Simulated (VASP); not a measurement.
# Ga27As26P (a cell with a defect) in VASP: single point with PBE

Aim: the single point of Ga27As26P (a cell with a defect) with PBE.

Everything below comes from runs of VASP 6.6.1. Logs are shortened: lines on timing, memory, paths and dates and some standing lists are left out, and cuts for length are marked.

## Step 1: The cell of the first run

The cell holds a defect, 54 atoms: a = 11.993 Å, b = 11.993 Å, c = 11.993 Å, α = 60.00°, β = 60.00°, γ = 60.00°.

## Step 2: Single point, PBE, collinear spin, zero start

INCAR reads:

```
SYSTEM = Ga27As26P
PREC = Accurate
ENCUT = 520
EDIFF = 1E-7
ISMEAR = 0
SIGMA = 0.05
LREAL = Auto
LASPH = .TRUE.
NELM = 150
ALGO = Normal
ISIF = 2
LWAVE = .FALSE.
LCHARG = .TRUE.
ISPIN = 2
MAGMOM = 0 0 0 0 0 0 0 0 0 0 0 0 0 0 0 0 0 0 0 0 0 0 0 0 0 0 0 0 0 0 0 0 0 0 0 0 0 0 0 0 0 0 0 0 0 0 0 0 0 0 0 0 0 0
LORBIT = 11
GGA = PE
LELF = .TRUE.
LVHAR = .TRUE.
NBANDS = 280
```

KPOINTS reads:

```
regular mesh
0
G
  1 1 1
  0 0 0
```

POSCAR reads:

```
Ga27As26P
1.0
    0.0000000000      8.4805500000      8.4805500000
    8.4805500000      0.0000000000      8.4805500000
    8.4805500000      8.4805500000      0.0000000000
Ga P As
27 1 26
Direct
    0.0022092054      0.0019466534      0.0020762995
    0.0020909036      0.0019658845      0.3274102240
    0.0000304970     -0.0001075717      0.6668273337
    0.0021041302      0.3271687695      0.0020709742
    0.0002290443      0.3332122558      0.3332609773
    0.0002769929      0.3331875598      0.6666878868
    0.0000463767      0.6666684362     -0.0000022496
    0.0002729389      0.6666626756      0.3332800880
   -0.0000083959      0.6666420969      0.6668151841
    0.3273199895      0.0019891975      0.0020994367
    0.3332844295      0.0001849168      0.3332776254
    0.3333327249      0.0001685518      0.6666735040
    0.3332621765      0.3331905133      0.0002541327
    0.3333980952      0.3333216951      0.3333206320
    0.3332802983      0.3331947712      0.6666933361
    0.3333267611      0.6666260470      0.0002501948
    0.3332854851      0.6666408803      0.3333030214
    0.3336574387      0.6665319823      0.6666328539
    0.6667896475     -0.0000676315      0.0000341374
    0.6667934892      0.0001758245      0.3332505840
    0.6667300278     -0.0000737004      0.6668194536
    0.6667846279      0.3331441240      0.0002569133
    0.6667506851      0.3331718941      0.3332667259
    0.6666346811      0.3335378867      0.6666416433
    0.6667609195      0.6666661353      0.0000153574
    0.6666688336      0.6665771036      0.3335735071
    0.6666575863      0.6665353961      0.6666228038
    0.0834156215      0.0832503864      0.0834755491
    0.0832672532      0.0831879092      0.4158277471
    0.0833186952      0.0831647925      0.7512522290
    0.0832485054      0.4156702801      0.0832406928
    0.0834384766      0.4166308966      0.4166634261
    0.0832652782      0.4156492838      0.7512545368
    0.0833198176      0.7511397054      0.0832593679
    0.0832655234      0.7511506297      0.4158203482
    0.0835647465      0.7498853794      0.7500090195
    0.4157859244      0.0831727577      0.0832627952
    0.4167572489      0.0833619270      0.4166536054
    0.4157489874      0.0831695490      0.7512755892
    0.4167577343      0.4166074820      0.0833655368
    0.4167180165      0.4166134098      0.4166678984
    0.4166525157      0.4165583761      0.7501040659
    0.4157698820      0.7511736427      0.0832766918
    0.4166835183      0.7500390732      0.4166506848
    0.4166837492      0.7500217821      0.7500974727
    0.7513861027      0.0831317756      0.0832334628
    0.7512727123      0.0831506862      0.4158179518
    0.7500171764      0.0834393407      0.7500360449
    0.7512923814      0.4156601487      0.0832486119
    0.7500840555      0.4165969177      0.4166539361
    0.7501304222      0.4165536066      0.7501037621
    0.7500397874      0.7499238223      0.0834932129
    0.7501300146      0.7500338105      0.4166397774
    0.7499843976      0.7499106016      0.7500197644
```

Potentials or basis: VASP PAW PBE potentials, release 64 (Ga_d, P, As).

The run is started by

```sh
$ cat potpaw_PBE.64/Ga_d/POTCAR potpaw_PBE.64/P/POTCAR potpaw_PBE.64/As/POTCAR > POTCAR
$ mpirun -np 1 vasp_gam > vasp.out
```

OUTCAR:

```text
SYSTEM = Ga27As26P
   PREC = Accurate
   ENCUT = 520
   EDIFF = 1E-7
   ISMEAR = 0
   LREAL = Auto
   LASPH = .TRUE.
   NELM = 150
   ISIF = 2
   ISPIN = 2
   LORBIT = 11
   GGA = PE

 ion  position               nearest neighbor table
   1  0.002  0.002  0.002-  28 2.39  34 2.46  46 2.46  30 2.46
   2  0.002  0.002  0.327-  28 2.39  35 2.46  29 2.46  47 2.46
   3  0.000  1.000  0.667-  36 2.45  48 2.45  30 2.46  29 2.46
   4  0.002  0.327  0.002-  28 2.39  49 2.46  31 2.46  33 2.46
   5  0.000  0.333  0.333-  31 2.45  29 2.45  32 2.45  50 2.45
   6  0.000  0.333  0.667-  33 2.45  32 2.45  30 2.45  51 2.45
[... 46 lines left out ...]
  53  0.750  0.750  0.417-  27 2.45  26 2.45  20 2.45   8 2.45
  54  0.750  0.750  0.750-  25 2.45   9 2.45  21 2.45  27 2.45

  LATTYP: Found a face centered cubic cell.
 ALAT       =    16.9611000000

  Lattice vectors:

 A1 = (   0.0000000000,   8.4805500000,   8.4805500000)
 A2 = (   8.4805500000,   0.0000000000,   8.4805500000)
 A3 = (   8.4805500000,   8.4805500000,   0.0000000000)

Analysis of symmetry for initial positions (statically):
=====================================================================
 Subroutine PRICEL returns:
 Original cell was already a primitive cell.

 Routine SETGRP: Setting up the symmetry group for a
 face centered cubic supercell.

 Subroutine GETGRP returns: Found  1 space group operations
 (whereof  1 operations were pure point group operations)
 out of a pool of 48 trial point group operations.

The static configuration has the point symmetry C_1 .

Analysis of symmetry for dynamics (positions and initial velocities):
=====================================================================
 Subroutine PRICEL returns:
 Original cell was already a primitive cell.

 Routine SETGRP: Setting up the symmetry group for a
 face centered cubic supercell.

 Subroutine GETGRP returns: Found  1 space group operations
 (whereof  1 operations were pure point group operations)
 out of a pool of 48 trial point group operations.

The dynamic configuration has the point symmetry C_1 .

Analysis of structural, dynamic, and magnetic symmetry:
=====================================================================
 Subroutine PRICEL returns:
 Original cell was already a primitive cell.

 Routine SETGRP: Setting up the symmetry group for a
 face centered cubic supercell.

 Subroutine GETGRP returns: Found  1 space group operations
 (whereof  1 operations were pure point group operations)
 out of a pool of 48 trial point group operations.

The overall configuration has the point symmetry C_1 .

 Subroutine INISYM returns: Found  1 space group operations
 (whereof  1 operations are pure point group operations),
 and found     1 'primitive' translations

----------------------------------------------------------------------------------------

                                     Primitive cell

  volume of cell :    1219.8377

  direct lattice vectors                    reciprocal lattice vectors
     0.000000000  8.480550000  8.480550000    -0.058958440  0.058958440  0.058958440
     8.480550000  0.000000000  8.480550000     0.058958440 -0.058958440  0.058958440
     8.480550000  8.480550000  0.000000000     0.058958440  0.058958440 -0.058958440

  length of vectors
    11.993308826 11.993308826 11.993308826     0.102119014  0.102119014  0.102119014

  position of ions in fractional coordinates (direct lattice)
     0.002209205  0.001946653  0.002076299
     0.002090904  0.001965885  0.327410224
     0.000030497  0.999892428  0.666827334
     0.002104130  0.327168769  0.002070974
     0.000229044  0.333212256  0.333260977
     0.000276993  0.333187560  0.666687887
[... 46 lines left out ...]
     0.750130015  0.750033810  0.416639777
     0.749984398  0.749910602  0.750019764

  ion indices of the primitive-cell ions
   primitive index   ion index
                 1           1
                 2           2
                 3           3
                 4           4
                 5           5
                 6           6
[... 46 lines left out ...]
                53          53
                54          54

----------------------------------------------------------------------------------------

 KPOINTS: regular mesh

Automatic generation of k-mesh.
 Grid dimensions read from file:
 generate k-points for:    1    1    1

 Generating k-lattice:

  Cartesian coordinates                     Fractional coordinates (reciprocal lattice)
    -0.058958440  0.058958440  0.058958440     1.000000000  0.000000000  0.000000000
     0.058958440 -0.058958440  0.058958440     0.000000000  1.000000000  0.000000000
     0.058958440  0.058958440 -0.058958440     0.000000000  0.000000000  1.000000000

  Length of vectors
     0.102119014  0.102119014  0.102119014

  Shift w.r.t. Gamma in fractional coordinates (k-lattice)
     0.000000000  0.000000000  0.000000000

 Subroutine IBZKPT returns following result:
 ===========================================

 Found      1 irreducible k-points:

 Following reciprocal coordinates:
            Coordinates               Weight
  0.000000  0.000000  0.000000      1.000000
   k-points           NKPTS =      1   k-points in BZ     NKDIM =      1   number of bands    NBANDS=    280
   number of dos      NEDOS =    301   number of ions     NIONS =     54
   total plane-waves  NPLWV = 729000
   dimension x,y,z NGX =    90 NGY =   90 NGZ =   90
   dimension x,y,z NGXF=   180 NGYF=  180 NGZF=  180
   ions per type =              27   1  26
   NGX,Y,Z   is equivalent  to a cutoff of  12.48, 12.48, 12.48 a.u.
   NGXF,Y,Z  is equivalent  to a cutoff of  24.95, 24.95, 24.95 a.u.
 SYSTEM =  Ga27As26P
   PREC   = accura    normal or accurate (medium, high low for compatibility)
   ISTART =      0    job   : 0-new  1-cont  2-samecut
   ICHARG =      2    charge: 1-file 2-atom 10-const
   ISPIN  =      2    spin polarized calculation?
   LNONCOLLINEAR =      F non collinear calculations
   LSORBIT =      F    spin-orbit coupling
   LASPH  =      T    aspherical Exc in radial PAW
   ENCUT  =  520.0 eV  38.22 Ry    6.18 a.u.  22.30 22.30 22.30*2*pi/ulx,y,z
   NELM   =    150;   NELMIN=  2; NELMDL= -5     # of ELM steps
   EDIFF  = 0.1E-06   stopping-criterion for ELM
   LREAL  =      T    real-space projection
   EDIFFG = 0.1E-05   stopping-criterion for IOM
   NSW    =      0    number of steps for IOM
   IBRION =     -1    ionic relax: 0-MD 1-quasi-New 2-CG
   NFREE  =      0    steps in history (QN), initial steepest desc. (CG)
   ISIF   =      2    stress and relaxation
   ISYM   =      2    0-nonsym 1-usesym 2-fastsym
   POTIM  = 0.5000    time-step for ionic-motion
   TEBEG  =    0.0;   TEEND  =   0.0 temperature during run
   PSTRESS=    0.0 pullay stress
   NELECT =     486.0000    total number of electrons
   NUPDOWN=      -1.0000    fix difference up-down
   EMIN   =  10.00;   EMAX   =-10.00  energy-range for DOS
   EFERMI =   0.00;   METHOD = LEGACY
   ISMEAR =     0;   SIGMA  =   0.05  broadening in eV -4-tet -1-fermi 0-gaus
   EFERMI_NEDOS =   21; number of points for ismear=-14 and -15
   IALGO  =     38    algorithm
   IMIX   =      4    mixing-type and parameters
     AMIX     =   0.40;   BMIX     =  1.00
     AMIX_MAG =   1.60;   BMIX_MAG =  1.00
  volume/ion in A,a.u.               =      22.59       152.44
  Fermi-wavevector in a.u.,A,eV,Ry     =   1.204628  2.276417 19.743799  1.451128
  Thomas-Fermi vector in A             =   2.340347
   LORBIT       =     11    0 simple, 1 ext, 2 COOP (PROOUT), +10 PAW based schemes
   GGA     = PE    functional components
   LHFCALC =     F    Hartree Fock is set to
   AEXX    =    0.0000 exact exchange contribution
   IVDW    =     0    specifies the selected vdW correction
   LEPSILON=     F    determine dielectric tensor
   LRPA    =     F    only Hartree local field effects (RPA)
 spin polarized calculation
 Gauss-broadening in eV      SIGMA  =   0.05
  energy-cutoff  :      520.00
  volume of cell :     1219.84
 maximum number of plane-waves:     16372
 NGX is ok and might be reduce to    90
   NGX = 45   NGY = 45   NGZ = 45

 number of electron     485.9999895 magnetization      -0.0000000

 number of electron     485.9999895 magnetization       0.0000000

 Free energy of the ion-electron system (eV)
  ---------------------------------------------------
  ext. energy  EPLUGINS =         0.00000000
  ---------------------------------------------------
  free energy    TOTEN  =      -208.07520181 eV

  energy without entropy =     -208.07520181  energy(sigma->0) =     -208.07520181

 E-fermi :   4.2973     XC(G=0):  -9.5063

 val. band max:        4.0471077617   @ k =   0.0000   0.0000   0.0000
 cond. band min:       4.5522082999   @ k =   0.0000   0.0000   0.0000
 fundamental gap:      0.5051005381
 Fermi energy:         4.2972595778

 spin component 1

 k-point     1 :       0.0000    0.0000    0.0000
  band No.  band energies     occupation
      1     -10.9989      1.00000
      2     -10.9787      1.00000
      3     -10.9787      1.00000
      4     -10.9776      1.00000
      5     -10.9775      1.00000
      6     -10.9775      1.00000
[... 247 lines left out ...]
    254       5.5627      0.00000
    255       5.5627      0.00000
 Fermi energy:         4.2972595778

 spin component 2

 k-point     1 :       0.0000    0.0000    0.0000
  band No.  band energies     occupation
      1     -10.9989      1.00000
      2     -10.9787      1.00000
      3     -10.9787      1.00000
      4     -10.9776      1.00000
      5     -10.9775      1.00000
      6     -10.9775      1.00000
[... 247 lines left out ...]
    254       5.5627      0.00000
    255       5.5627      0.00000
 [bands above 255 left out]

------------------------ aborting loop because EDIFF is reached ----------------------------------------

  FORCE on cell =-STRESS in cart. coord.  units (eV):
  Direction    XX          YY          ZZ          XY          YZ          ZX
  --------------------------------------------------------------------------------------
  -------------------------------------------------------------------------------------
  Total       33.0970206     33.0911557     33.0966092     -0.0021059      0.0015290     -0.0006375
  in kB       43.4707797     43.4630766     43.4702394     -0.0027659      0.0020083     -0.0008373
  external PRESSURE =      43.4680319 kB  Pullay stress =       0.0000000 kB

 VOLUME and BASIS-vectors are now :
 -----------------------------------------------------------------------------
  energy-cutoff  :      520.00
  volume of cell :     1219.84
      direct lattice vectors                 reciprocal lattice vectors
     0.000000000  8.480550000  8.480550000    -0.058958440  0.058958440  0.058958440
     8.480550000  0.000000000  8.480550000     0.058958440 -0.058958440  0.058958440
     8.480550000  8.480550000  0.000000000     0.058958440  0.058958440 -0.058958440

 POSITION                                       TOTAL-FORCE (eV/Angst)
 -----------------------------------------------------------------------------------
      0.03412      0.03634      0.03524         0.007959      0.006199      0.006953
      2.79329      2.79435      0.03440        -0.008307     -0.008568      0.008067
     14.13470      5.65532      8.47990        -0.000495     -0.001108      0.000041
      2.79213      0.03541      2.79242        -0.006851      0.007928     -0.007084
      5.65206      2.82818      2.82777         0.000789      0.000860      0.000147
      8.47949      5.65623      2.82796         0.000342     -0.000036     -0.000296
[... 46 lines left out ...]
      9.89403      9.89485     12.72221        -0.000410     -0.001257     -0.002283
     12.72023     12.72086     12.71993         0.000329     -0.000572      0.001859
 -----------------------------------------------------------------------------------
    total drift:                                0.000745     -0.019362     -0.009992

  FREE ENERGIE OF THE ION-ELECTRON SYSTEM (eV)
  ---------------------------------------------------
  free  energy   TOTEN  =      -208.0752018076 eV

  energy  without entropy=     -208.0752018076  energy(sigma->0) =     -208.07520181

 total charge

# of ion       s       p       d       tot
------------------------------------------
    1        0.832   0.825  10.001  11.658
    2        0.832   0.825  10.001  11.658
    3        0.836   0.827   9.999  11.662
    4        0.832   0.825  10.001  11.658
    5        0.836   0.833  10.000  11.669
    6        0.836   0.833  10.000  11.669
[... 46 lines left out ...]
   53        1.172   1.671   0.028   2.871
   54        1.172   1.671   0.028   2.871
--------------------------------------------------
tot         54.023  67.385 270.721 392.129

 magnetization (x)

# of ion       s       p       d       tot
------------------------------------------
    1        0.000  -0.000  -0.000   0.000
    2        0.000   0.000   0.000   0.000
    3        0.000   0.000  -0.000   0.000
    4        0.000   0.000   0.000   0.000
    5        0.000   0.000  -0.000   0.000
    6        0.000   0.000  -0.000   0.000
[... 46 lines left out ...]
   53       -0.000  -0.000   0.000  -0.000
   54        0.000   0.000  -0.000   0.000
--------------------------------------------------
tot          0.000  -0.000  -0.000   0.000
```

Wall time 33 min (1 thread of Intel Xeon Platinum 8488C (Sapphire Rapids), shared host); peak memory 1.9 GiB.

Results:

```yaml
Free_energy: -208.0752 eV
Pressure: 4.3 GPa
Largest_force: 0.016 eV/Å
Band_gap_on_the_k_mesh: 0.51 eV
Net_moment: 0.00 μB per cell
Valence_electrons_inside_the_program's_atomic_spheres: Ga 11.66, 11.67; P 2.55; As 2.87
```

Forces on the atoms (eV/Å):
```
Ga   0.008  0.006  0.007
Ga  -0.008 -0.009  0.008
Ga   0.000 -0.001  0.000
Ga  -0.007  0.008 -0.007
Ga   0.001  0.001  0.000
Ga   0.000  0.000  0.000
Ga   0.000  0.000  0.000
Ga  -0.001  0.000 -0.001
Ga   0.000  0.000  0.001
Ga   0.007 -0.007 -0.007
Ga   0.000  0.001  0.000
Ga   0.000  0.001  0.000
Ga  -0.001  0.000  0.001
Ga   0.000  0.001  0.000
Ga   0.000  0.001  0.000
Ga  -0.001 -0.001  0.001
Ga  -0.001  0.000  0.000
Ga   0.001 -0.001  0.000
Ga  -0.001  0.000  0.000
Ga   0.000  0.000 -0.001
Ga  -0.001  0.001  0.001
Ga   0.000 -0.001  0.001
Ga   0.001  0.000  0.000
Ga  -0.001  0.001 -0.001
Ga   0.000  0.001  0.001
Ga   0.000  0.000  0.000
Ga   0.001  0.001  0.001
P   -0.001 -0.003  0.001
As  -0.012 -0.010 -0.003
As   0.009  0.013 -0.001
As  -0.010  0.000 -0.010
As   0.001 -0.002 -0.001
As   0.001  0.012 -0.010
As   0.010 -0.002  0.011
As   0.004 -0.008  0.012
As   0.002 -0.004 -0.001
As  -0.002 -0.009 -0.011
As  -0.001 -0.001 -0.002
As   0.011  0.005 -0.010
As   0.001 -0.001 -0.001
As   0.001  0.000  0.001
As   0.000 -0.001  0.002
As   0.013 -0.008  0.002
As  -0.001  0.000 -0.001
As  -0.002 -0.002 -0.001
As  -0.001  0.010  0.008
As  -0.009  0.006  0.011
As  -0.002 -0.002 -0.001
As  -0.008  0.011  0.002
As   0.000  0.000  0.000
As   0.000 -0.003  0.000
As  -0.001 -0.003  0.000
As   0.000 -0.001 -0.002
As   0.000 -0.001  0.002
```

Caveat: the k points lie up to 0.64 Å⁻¹ apart.
